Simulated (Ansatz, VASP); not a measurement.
# SnSe: VASP beside Ansatz

File INCAR:

```
SYSTEM = SnSe
PREC     = Accurate       ! precision mode
ENCUT    = 520            ! plane-wave cutoff, eV
EDIFF    = 1E-6           ! SCF threshold, eV
ISMEAR   = 0              ! smearing method
SIGMA    = 0.05           ! smearing width, eV
LREAL    = .False.        ! projectors in reciprocal space
LASPH    = .True.         ! aspherical terms in the spheres
NELM     = 80             ! most SCF steps
ALGO     = Normal         ! electronic algorithm
ISIF     = 2              ! what is computed and relaxed
LWAVE    = .False.        ! write WAVECAR
LCHARG   = .False.        ! write CHGCAR
GGA      = CA             ! functional
NBANDS   = 17             ! bands
```

File KPOINTS:

```
Automatic mesh
0
Gamma
  8 8 8
  0 0 0
```

POSCAR

```
SnSe
1.0
    0.0000000000      2.9466477701      2.9466477701
    2.9466477701      0.0000000000      2.9466477701
    2.9466477701      2.9466477701      0.0000000000
Sn Se
1 1
Direct
    0.0000000000      0.0000000000      0.0000000000
    0.4554578592      0.4554578592      0.5445421408
```

Input for Ansatz:

```yaml
crystal:
  lattice:
    - [0.0, 2.9466477701, 2.9466477701]
    - [2.9466477701, 0.0, 2.9466477701]
    - [2.9466477701, 2.9466477701, 0.0]
  atoms:
    - { symbol: Sn, position: [0.0, 0.0, 0.0] }
    - { symbol: Se, position: [0.4554578592, 0.4554578592, 0.5445421408] }
basis:
  ecutwfc: 420
kpoints:
  mp_grid: { grid: [8, 8, 8] }
hamiltonian:
  xc: lda
scf:
  occupations: { method: gaussian, width: 0.05 }
output:
  forces: true
  stress: true
  eigenvalues: true
```

Change from the starting cell: all Se atoms moved +0.263 Å, as atom 2 towards its neighbour atom 1 (Sn) at 2.947 Å.

Alike in both runs: task single point; functional LDA; k mesh 8 × 8 × 8; occupations gaussian, width 0.05 eV; no spin polarisation.

|  | VASP | Ansatz |
| --- | --- | --- |
| version | VASP 6.6.1 | Ansatz 0.2.0 |
| potentials or method | VASP PAW LDA potentials, release 64 (Sn_d, Se), cutoff 520 eV | scalar-relativistic, plane waves, PAW |
| valence electrons in the cell | 20 | 30 |

Ansatz gave:

| Item | Value |
| --- | --- |
| gap on the k mesh at the Fermi level (eV) | 0.80 |
| least direct gap on the mesh (eV) | 0.89 |
| pressure (GPa) | 1.3 |
| traceless stress, the component that is largest in VASP (GPa) | 1.87 |
| rms of the force components (eV/Å) | 0.229 |

What did VASP give for the same quantities?

gap on the k mesh at the Fermi level (eV): 0.79; least direct gap on the mesh (eV): 0.88; pressure (GPa): 1.4; traceless stress, the component that is largest in VASP (GPa): 1.89; rms of the force components (eV/Å): 0.238.

LDA's correlation is that of Perdew and Zunger in VASP and of Perdew and Wang (1992) in Ansatz. Atom by atom the forces differ by 0.009 eV/Å (rms over components). VASP's potentials hold 20 valence electrons a cell and Ansatz's 30, so a difference there can come from the potentials and not from the codes.
